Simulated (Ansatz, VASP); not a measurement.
## Two plane-wave programs on Si2W

```
Si W
1.0
    -1.62206    1.62206    3.94000
     1.62206   -1.62206    3.94000
     1.62206    1.62206   -3.94000
Si W
2 1
Direct
  0.33300 0.33300 0.00000
  0.66700 0.66700 0.00000
  0.00000 0.00000 0.00000
```

Change from the starting cell: equal xx and yy strain of +1 %, PAW files.

Alike in both runs: task electric field gradients; functional PBEsol; k mesh 18 × 18 × 18; occupations fermi-dirac, width 0.03 eV; no spin polarisation.

|  | VASP | Ansatz |
| --- | --- | --- |
| version | VASP 6.6.1 | Ansatz 0.2.0 |
| potentials or method | VASP PAW PBE potentials, release 64 (Si, W_sv) | PAW with Ansatz's default frozen-core files, scalar-relativistic |
| plane-wave cutoff (eV) | 520 | 420 |
| valence electrons in the cell | 22 | 22 |

```csv
,VASP,Ansatz,Ansatz less VASP
pressure (GPa),-7.3,-7.5,-0.29
"traceless stress, the component that is largest in VASP (GPa)",0.48,0.50,+0.020
rms of the force components (eV/Å),0.145,0.147,+0.0015
size of Vzz on the site where it differs most (V/Å²),145.1,170.3,+25.14
```

VASP's potentials were made for PBE, not for PBEsol. Atom by atom the forces differ by 0.002 eV/Å (rms over components).

Neither program's run includes spin-orbit coupling.
